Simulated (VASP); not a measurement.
W3Se:

```
W Se
1.0
    -2.02761    2.02761    4.52920
     2.02761   -2.02761    4.52920
     2.02761    2.02761   -4.52920
W Se
3 1
Cartesian
  0.0000 0.0000 4.5292
  2.0276 0.0000 2.2646
  0.0000 2.0276 2.2646
  0.0000 0.0000 0.0000
```

```yaml
Program: VASP 6.6.1
Task: relaxation of cell and atoms
Functional: PBE
Potentials_or_basis: VASP PAW PBE potentials, release 64 (W_sv, Se)
Cutoff: 600 eV
k_mesh: 6 × 6 × 6
Occupations: gaussian, width 0.1 eV
Spin: no spin polarisation
```

At the start: pressure -22.3 GPa; volume 18.62 Å³/atom.

**Question.** How do energy, volume and symmetry change on relaxing?

**Answer.** Over 12 steps the energy falls by 202.2 meV/atom and the volume is 16.28 Å³/atom (-12.6 %); space group I4/mmm (No. 139, to 0.05 Å).

The path:
| step | energy change (eV) | largest force (eV/Å) | pressure (GPa) | volume (Å³) |
| --- | --- | --- | --- | --- |
| 1 | 0.0000 | 0.0000 | -22.26 | 74.48 |
| 2 | 3.0255 | 0.0000 | 102.62 | 49.92 |
| 3 | -0.7480 | 0.0000 | -2.22 | 65.65 |
| 4 | -0.7526 | 0.0000 | -0.61 | 65.16 |
| 5 | -0.7531 | 0.0000 | 0.08 | 64.95 |
| 6 | -0.7661 | 0.0000 | 0.13 | 64.93 |
| 7 | -0.8047 | 0.0000 | 0.86 | 64.82 |
| 8 | -0.6666 | 0.0000 | 5.27 | 64.37 |
| 9 | -0.8074 | 0.0000 | 1.14 | 64.79 |
| 10 | -0.8075 | 0.0000 | 1.25 | 64.78 |
| 11 | -0.7862 | 0.0000 | -4.35 | 66.60 |
| 12 | -0.8088 | 0.0000 | 0.08 | 65.13 |

Final structure:
```
W Se
1.0
    -1.88948    1.88948    4.56088
     1.88948   -1.88948    4.56088
     1.88948    1.88948   -4.56088
W Se
3 1
Direct
  0.50000 0.50000 0.00000
  0.25000 0.75000 0.50000
  0.75000 0.25000 0.50000
  0.00000 0.00000 0.00000
```

Caveat: the k points lie up to 0.39 Å⁻¹ apart in the final cell.
